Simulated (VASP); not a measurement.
Runs of VASP 6.6.1 on HfN (WC type). The structure is that of space group P-6m2 (No. 187), or close to it. The cells are those of the table. 

```tsv
task	cell	cutoff (eV)	gap on the mesh (eV)	pressure (GPa)
single point	a = 2.554, b = 2.554, c = 2.559 Å, angles 90.0, 90.0, 120.0°, 2 atoms	520	none	338.7
single point	a = 2.554, b = 2.554, c = 2.558 Å, angles 90.0, 90.0, 120.0°, 2 atoms	520	none	(a)
relaxation of cell and atoms	relaxed to 340 GPa from a = 2.580, b = 2.580, c = 2.529 Å, angles 90.0, 90.0, 120.0°, 2 atoms	600	none	340.0
relaxation of cell and atoms	relaxed to 340 GPa from a = 2.554, b = 2.554, c = 2.558 Å, angles 90.0, 90.0, 120.0°, 2 atoms	600	none	340.0
```

Alike in all rows: level PBE; potentials or basis VASP PAW PBE potentials, release 64 (Hf_pv, N); no spin polarisation; k mesh 17 × 17 × 15; smearing fermi-dirac 0.05 eV.

Task: Estimate the missing entries.

Result: (a) 339.3.

Caveats: spin-orbit coupling is left out, which moves the levels of the heavy elements; the cell is relaxed towards a set pressure, so the enthalpy falls and the energy may rise (some runs).

A k mesh can miss the band edges, and the runs leave out spin-orbit coupling on Hf.

A gap of «none» marks levels without a gap at the run's occupations.
